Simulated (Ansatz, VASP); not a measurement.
One calculation of CuF, two programs

INCAR

```
SYSTEM = CuF
ALGO = Normal ; EDIFF = 1E-6
ENCUT = 520 ; GGA = PE
ISIF = 2 ; ISMEAR = -1
LASPH = .True. ; LCHARG = .True.
LELF = .True. ; LREAL = .False.
LVHAR = .True. ; LWAVE = .False.
NBANDS = 26 ; NELM = 60
PREC = Accurate ; SIGMA = 0.02
```

File KPOINTS:

```
k-points
0
Gamma
  9 9 4
  0 0 0
```

The input POSCAR:

```
CuF
1.0
    2.7897758173      0.0000000000      0.0000000000
   -1.3948879087      2.4160167287      0.0000000000
    0.0000000000      0.0000000000      6.7211226191
Cu F
2 2
Direct
    0.3333333333      0.6666666667      0.0459865616
    0.6666666667      0.3333333333      0.5459865616
    0.3333333333      0.6666666667      0.3290134384
    0.6666666667      0.3333333333      0.8290134384
```

Input for Ansatz:

```yaml
crystal:
  lattice:
    - [2.7897758173, 0.0, 0.0]
    - [-1.3948879087, 2.4160167287, 0.0]
    - [0.0, 0.0, 6.7211226191]
  atoms:
    - { symbol: Cu, position: [0.3333333333, 0.6666666667, 0.0459865616] }
    - { symbol: Cu, position: [0.6666666667, 0.3333333333, 0.5459865616] }
    - { symbol: F, position: [0.3333333333, 0.6666666667, 0.3290134384] }
    - { symbol: F, position: [0.6666666667, 0.3333333333, 0.8290134384] }
kpoints:
  mp_grid: { grid: [9, 9, 4] }
hamiltonian:
  xc: pbe
scf:
  occupations: { method: fermi_dirac, width: 0.02 }
  n_extra_bands: 5
output:
  forces: true
  stress: true
  eigenvalues: true
accuracy: low
```

Alike in both runs: task single point; functional PBE; k mesh 9 × 9 × 4; occupations fermi-dirac, width 0.02 eV; no spin polarisation.

|  | VASP | Ansatz |
| --- | --- | --- |
| version | VASP 6.6.1 | Ansatz 0.2.0 |
| potentials or method | VASP PAW PBE potentials, release 64 (Cu, F) | plane waves |
| plane-wave cutoff (eV) | 520 | 420 |
| valence electrons in the cell | 36 | 52 |

|  | VASP | Ansatz | Ansatz less VASP |
| --- | --- | --- | --- |
| pressure (GPa) | 5.9 | 5.7 | -0.18 |
| traceless stress, the component that is largest in VASP (GPa) | 3.10 | 2.53 | -0.568 |
| rms of the force components (eV/Å) | 0.019 | 0.017 | -0.0016 |

Atom by atom the forces differ by 0.036 eV/Å (rms over components). With one functional, cell and mesh, what is left measures potentials, basis and numerics. VASP's potentials hold 36 valence electrons a cell and Ansatz's 52, so a difference there can come from the potentials and not from the codes.
